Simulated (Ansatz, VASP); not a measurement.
**One calculation of TaSi, two programs**

```
CELL_PARAMETERS angstrom
4.20220 0.00000 0.00000
-2.10110 3.63921 0.00000
0.00000 0.00000 6.84959
ATOMIC_POSITIONS crystal
Ta 0.33333 0.66667 0.00000
Ta 0.66667 0.33333 0.50000
Si 0.33333 0.66667 0.37600
Si 0.66667 0.33333 0.87600
```

Alike in both runs: task relaxation of cell and atoms; functional PBE; k mesh 10 × 10 × 6; occupations fermi-dirac, width 0.03 eV; no spin polarisation.

|  | VASP | Ansatz |
| --- | --- | --- |
| version | VASP 6.6.1 | Ansatz 0.2.0 |
| potentials or method | VASP PAW PBE potentials, release 64 (Ta_pv, Si) | PAW with Ansatz's default frozen-core files, scalar-relativistic |
| plane-wave cutoff (eV) | 600 | 420 |
| valence electrons in the cell | 30 | 34 |

|  | VASP | Ansatz | Ansatz less VASP |
| --- | --- | --- | --- |
| relaxed volume (Å³/atom) | 20.96 | 20.94 | -0.016 |
| relaxed cell length with the largest relative difference (Å) | 4.992 | 4.991 | -0.0014 |

VASP's potentials hold 30 valence electrons a cell and Ansatz's 34, so a difference there can come from the potentials and not from the codes.

Spin-orbit coupling is off throughout. Noted on VASP's run: the volume moved by over 15 % at a fixed basis, so the end points are rough.
